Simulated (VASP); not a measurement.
A run of VASP 6.6.1:

File POSCAR:

```
LiNbO3
1.0
    2.6803595820      1.5475063262      4.6950922213
   -2.6803595820      1.5475063262      4.6950922213
    0.0000000000     -3.0950126524      4.6950922213
Li Nb O
2 2 6
Direct
    0.2500000000      0.2500000000      0.2500000000
    0.7500000000      0.7500000000      0.7500000000
    0.0000000000      0.0000000000      0.0000000000
    0.5000000000      0.5000000000      0.5000000000
    0.1397328027      0.3602671973      0.7500000000
    0.7500000000      0.1397328027      0.3602671973
    0.3602671973      0.7500000000      0.1397328027
    0.2500000000      0.8602671973      0.6397328027
    0.8602671973      0.6397328027      0.2500000000
    0.6397328027      0.2500000000      0.8602671973
```

INCAR.step1

```
ALGO = Normal
EDIFF = 1E-4
ENCUT = 600
GGA = PE
ISMEAR = 0
LASPH = True
LCHARG = False
LREAL = False
LWAVE = True
NELM = 80
PREC = Accurate
SIGMA = 0.02
```

The input INCAR.step2:

```
ALGO = Normal
EDIFF = 1E-6
EDIFFG = -0.01
ENCUT = 600
IBRION = 2
ISIF = 4
ISMEAR = 0
ISTART = 1
LASPH = True
LCHARG = False
LMIXTAU = True
LREAL = False
LWAVE = False
METAGGA = R2SCAN
NELM = 80
NSW = 50
PREC = Accurate
SIGMA = 0.02
```

The input KPOINTS:

```
k-points
0
Gamma
  6 6 6
```

Potentials or basis: VASP PAW PBE potentials, release 64 (Li_sv, Nb_sv, O).

Run with:

```sh
$ cat potpaw_PBE.64/Li_sv/POTCAR potpaw_PBE.64/Nb_sv/POTCAR potpaw_PBE.64/O/POTCAR > POTCAR
$ cp INCAR.step1 INCAR
$ mpirun -np 1 vasp_std > vasp.out
$ cp INCAR.step2 INCAR
$ mpirun -np 1 vasp_std > vasp.out
```

Hardware: 1 thread of Oxide Virtual Turin-like Processor, with other jobs on the host.

Task: How long does it take, and how much memory?

Result: Wall time 100 min on 1 thread of Oxide Virtual Turin-like Processor, with other jobs on the host, peak memory 0.43 GiB. Counts: k points 32, ion steps 6.
